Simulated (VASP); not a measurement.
GaAs:

```
As Ga
1.0
     0.00000    2.78864    2.78864
     2.78864    0.00000    2.78864
     2.78864    2.78864    0.00000
As Ga
1 1
Direct
  0.75000 0.75000 0.75000
  0.00000 0.00000 0.00000
```

Program: VASP 6.6.1. Alike in all runs: task single point; potentials or basis VASP PAW PBE potentials, release 64 (As, Ga_d); cell as given; cutoff (eV) 520.

Task: Order these runs on this cell by their band gap on the k mesh, lowest first.
A. level BLYP+D3(BJ); spin non-collinear, typed start; k mesh 6 × 6 × 6; smearing gaussian 0.15 eV
B. level PBE-based screened hybrid with 25 % exact exchange; spin off; k mesh 4 × 4 × 4; smearing fermi-dirac 0.05 eV; grid for exact exchange (PRECFOCK) Normal; share of exact exchange 0.25; screening parameter 0.3 1/Å
C. level r2SCAN50; spin off; k mesh 4 × 4 × 4; smearing fermi-dirac 0.05 eV; grid for exact exchange (PRECFOCK) Normal; share of exact exchange 0.5

Result: A (0.71 eV), B (1.64 eV), C (4.19 eV).

Caveats: some runs use coarse meshes.

A k mesh can miss the band edges.
